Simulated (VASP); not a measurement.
Input of a VASP 6.6.1 run:

Contents of INCAR:

```
SYSTEM = CdS
PREC = Accurate ; ENCUT = 630
EDIFF = 1E-6 ; ISMEAR = -1
SIGMA = 0.05 ; LREAL = .False.
LASPH = .True. ; NELM = 120
ALGO = Normal ; ISIF = 2
LWAVE = .False. ; LCHARG = .False.
GGA = B5 ; ALDAX = 1.0
AGGAX = 1.0 ; AGGAC = 1.0
ALDAC = 0.0 ; IVDW = 13
VDW_S6 = 1.0 ; VDW_S8 = 2.34076671
VDW_A1 = 0.44488865 ; VDW_A2 = 4.0933009
NBANDS = 20 ; GGA_COMPAT = .False.
```

File KPOINTS:

```
regular mesh
0
Gamma
  8 8 8
  0 0 0
```

Contents of POSCAR:

```
CdS
1.0
    0.0000000000      2.8770830059      2.8770830059
    2.8770830059      0.0000000000      2.8770830059
    2.8770830059      2.8770830059      0.0000000000
Cd S
1 1
Direct
    0.0000000000      0.0000000000      0.0000000000
    0.7500000000      0.7500000000      0.7500000000
```

Potentials or basis: VASP PAW PBE potentials, release 64 (Cd_sv_GW, S).

The run is started by

```bash
$ cat potpaw_PBE.64/Cd_sv_GW/POTCAR potpaw_PBE.64/S/POTCAR > POTCAR
$ mpirun -np 1 vasp_std > vasp.out
```

(1) What does it give for the pressure?

(2) Estimate the band gap on the k mesh.

(3) Estimate the dispersion energy per atom.

Results:

(1) 4.6 GPa.

(2) 1.21 eV.

(3) -0.616 eV.

Caveat: the cell stands under pressure; the PAW data sets were made with another functional, which shifts forces and pressure a little.
